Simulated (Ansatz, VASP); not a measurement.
**Two plane-wave programs on CaSe**

```
Ca Se
1.0
     0.00000    3.27956    3.26316
     3.27956    0.00000    3.26316
     3.27956    3.27956    0.00000
Ca Se
1 1
Direct
  0.00000 0.00000 0.00000
  0.25000 0.25000 0.25000
```

Change from the starting cell: uniaxial_z strain -0.5%.

Alike in both runs: task single point; functional r2SCAN; k mesh 6 × 6 × 6; no spin polarisation.

|  | VASP | Ansatz |
| --- | --- | --- |
| version | VASP 6.6.1 | Ansatz 0.2.0 |
| potentials or method | VASP PAW PBE potentials, release 64 (Ca_sv, Se) | plane waves, PAW |
| plane-wave cutoff (eV) | 520 | 500 |
| occupations | gaussian, width 0.01 eV | fixed |
| valence electrons in the cell | 16 | 26 |

Ansatz gave:

* gap on the k mesh at the Fermi level (eV): 3.71
* pressure (GPa): 0.2

**Question.** What did VASP give for the same quantities?

**Answer.** gap on the k mesh at the Fermi level (eV): 3.70; pressure (GPa): 0.4.

VASP's potentials were made for PBE, not for r2SCAN. VASP's potentials hold 16 valence electrons a cell and Ansatz's 26, so a difference there can come from the potentials and not from the codes.
